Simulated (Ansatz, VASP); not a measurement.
# BaTiO3: VASP beside Ansatz

```xyz
5
Lattice="3.9720 0.0000 0.0000 0.0000 3.9720 0.0000 0.0000 0.0000 4.1130" Properties=species:S:1:pos:R:3 pbc="T T T"
Ba    1.9860    1.9860    2.4063
Ti    0.0000    0.0000    0.4243
O     0.0000    1.9860    0.2588
O     1.9860    0.0000    0.2588
O     0.0000    0.0000    2.2456
```

Alike in both runs: task single point; functional r2SCAN; k mesh 6 × 6 × 6; non-collinear spin, spin-orbit coupling.

|  | VASP | Ansatz |
| --- | --- | --- |
| version | VASP 6.6.1 | Ansatz 0.2.0 |
| potentials or method | VASP PAW PBE potentials, release 64 (Ba_sv, Ti_sv, O) | plane waves, PAW |
| plane-wave cutoff (eV) | 520 | 500 |
| occupations | gaussian, width 0.01 eV | fixed |
| valence electrons in the cell | 40 | 40 |

|  | VASP | Ansatz | Ansatz less VASP |
| --- | --- | --- | --- |
| pressure (GPa) | 1.9 | 0.0 | -1.92 |
| traceless stress, the component that is largest in VASP (GPa) | 0.11 | 0.00 | -0.106 |
| rms of the force components (eV/Å) | 0.061 | 0.000 | -0.0601 |

VASP's potentials were made for PBE, not for r2SCAN. Atom by atom the forces differ by 0.060 eV/Å (rms over components).
